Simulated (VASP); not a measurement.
## ZnS: single point with PBE

Crystal: ZnS.

```
Zn S
1.0
     3.78642    0.00000    0.00000
    -1.89321    3.29562    0.00000
     0.00000    0.00000    6.24399
Zn S
2 2
Direct
  0.33338 0.66677 0.00062
  0.66662 0.33323 0.50062
  0.33397 0.66793 0.37438
  0.66603 0.33207 0.87438
```

This cell differs from its parent crystal: uniaxial x strain -0.5%.

```yaml
Program: VASP 6.6.1
Task: single point
Functional: PBE
Potentials_or_basis: VASP PAW PBE potentials, release 64 (Zn, S)
Cutoff: 520 eV
k_mesh: 12 × 12 × 4
Occupations: fermi-dirac, width 0.02 eV
Spin: no spin polarisation
```

| Item | Value |
| --- | --- |
| Pressure | 2.8 GPa |
| Band gap on the k mesh | 2.22 eV |

Stress tensor (GPa, compression positive):
```
3.05 0.00 0.00
0.00 2.73 0.00
0.00 0.00 2.69
```

Levels at points of the mesh, in eV from the valence-band top:
| k point | band 15 | band 16 | band 17 | band 18 | band 19 | band 20 | band 21 | band 22 |
| --- | --- | --- | --- | --- | --- | --- | --- | --- |
| (0.00, 0.00, 0.00) | -0.90 | -0.11 | -0.02 | 0.00 | 2.22 | 3.13 | 6.28 | 6.33 |
| (0.50, 0.00, 0.00) | -3.33 | -2.29 | -1.73 | -0.92 | 3.64 | 4.24 | 5.07 | 6.87 |
| (0.00, 0.50, 0.00) | -3.34 | -2.25 | -1.74 | -0.89 | 3.70 | 4.29 | 5.10 | 6.92 |
| (0.00, 0.00, 0.50) | -0.50 | -0.50 | -0.47 | -0.47 | 3.58 | 3.58 | 6.75 | 6.75 |
| (0.50, 0.00, 0.50) | -1.68 | -1.68 | -1.65 | -1.65 | 3.52 | 3.52 | 5.20 | 5.20 |
| (0.00, 0.50, 0.50) | -1.68 | -1.68 | -1.62 | -1.62 | 3.54 | 3.54 | 5.22 | 5.22 |

Wall time 2 min on 1 thread of AMD EPYC 9R45 (Zen 5) (shared host), peak memory 0.3 GiB.

Caveat: the cell differs from its parent crystal (uniaxial x strain -0.5%). A k mesh can miss the band edges.
